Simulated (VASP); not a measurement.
Write the native input for VASP 6.6.1 that does the following.

```yaml
Task: relaxation of cell and atoms
Functional: PBE
Potentials_or_basis: VASP PAW PBE potentials, release 64 (Ta_pv, Ag)
Cutoff: 600 eV
k_mesh: 6 × 6 × 4
Occupations: gaussian, width 0.1 eV
Spin: no spin polarisation
Dipole_correction: no
Further_INCAR_settings: ALGO = Normal; EDIFF = 1e-06; IBRION = 2; EDIFFG = -0.04; NSW = 90; ISIF = 3
```

The structure of Ta2Ag lies in POSCAR:

```
Ta2Ag
1.0
    3.7574980570      0.0000000000      0.0000000000
   -1.8787490285      3.2540887720      0.0000000000
    0.0000000000      0.0000000000      4.0570992309
Ta Ag
2 1
Direct
    0.3333333333      0.6666666667      0.5000000000
    0.6666666667      0.3333333333      0.5000000000
    0.0000000000      0.0000000000      0.0000000000
```

The input as run:

INCAR

```
ALGO = Normal
EDIFF = 1E-6
EDIFFG = -0.04
ENCUT = 600
GGA = PE
IBRION = 2
ISIF = 3
ISMEAR = 0
LASPH = True
LCHARG = False
LREAL = False
LWAVE = False
NELM = 100
NSW = 90
PREC = Accurate
SIGMA = 0.1
```

KPOINTS

```
k-points
0
Gamma
  6 6 4
```

Potentials or basis: VASP PAW PBE potentials, release 64 (Ta_pv, Ag).

Run with:

```console
$ cat potpaw_PBE.64/Ta_pv/POTCAR potpaw_PBE.64/Ag/POTCAR > POTCAR
$ mpirun -np 1 vasp_std > vasp.out
```

It gave:

```
Relaxed volume                         : 18.37 Å³/atom
Relaxed cell                           : a = 4.723 Å, b = 4.723 Å, c = 2.853 Å, α = 90.00°, β = 90.00°, γ = 120.00°
Space group after relaxing (to 0.05 Å) : P6/mmm (No. 191)
Energy gained by relaxing              : 2237.3 meV/atom
Ionic steps                            : 18
Pressure after relaxing                : 0.1 GPa
```

Caveat: the k points lie up to 0.55 Å⁻¹ apart in the final cell.

Run time: 2.3 min on 1 thread of Intel(R) Xeon(R) 6975P-C (Granite Rapids), with other jobs on the host, peak memory 0.2 GiB.
